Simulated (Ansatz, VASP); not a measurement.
## Hf in VASP and in Ansatz

```
Hf
1.0
     3.18508    0.00000    0.00000
    -1.59254    2.75836    0.00000
     0.00000    0.00000    7.62594
Hf
3
Direct
  0.00000 0.00000 0.00000
  0.66667 0.33333 0.68604
  0.33333 0.66667 0.31396
```

Alike in both runs: task relaxation of cell and atoms; functional PBE; k mesh 6 × 6 × 2; occupations gaussian, width 0.1 eV; no spin polarisation.

|  | VASP | Ansatz |
| --- | --- | --- |
| version | VASP 6.6.1 | Ansatz 0.2.0 |
| potentials or method | VASP PAW PBE potentials, release 64 (Hf_pv), cutoff 600 eV | scalar-relativistic, plane waves, PAW |
| valence electrons in the cell | 30 | 78 |

|  | VASP | Ansatz | Ansatz less VASP |
| --- | --- | --- | --- |
| gap on the k mesh at the Fermi level, each at its own relaxed structure (eV) | none | none | - |
| relaxed volume (Å³/atom) | 22.40 | 22.56 | +0.160 |
| relaxed cell length with the largest relative difference (Å) | 3.147 | 3.156 | +0.0099 |

A gap of «none» marks a metal or a gap that the smearing closes. VASP's potentials hold 30 valence electrons a cell and Ansatz's 78, so a difference there can come from the potentials and not from the codes.

The k mesh is coarse, so the values compare programs but aren't converged. Spin-orbit coupling is off throughout.
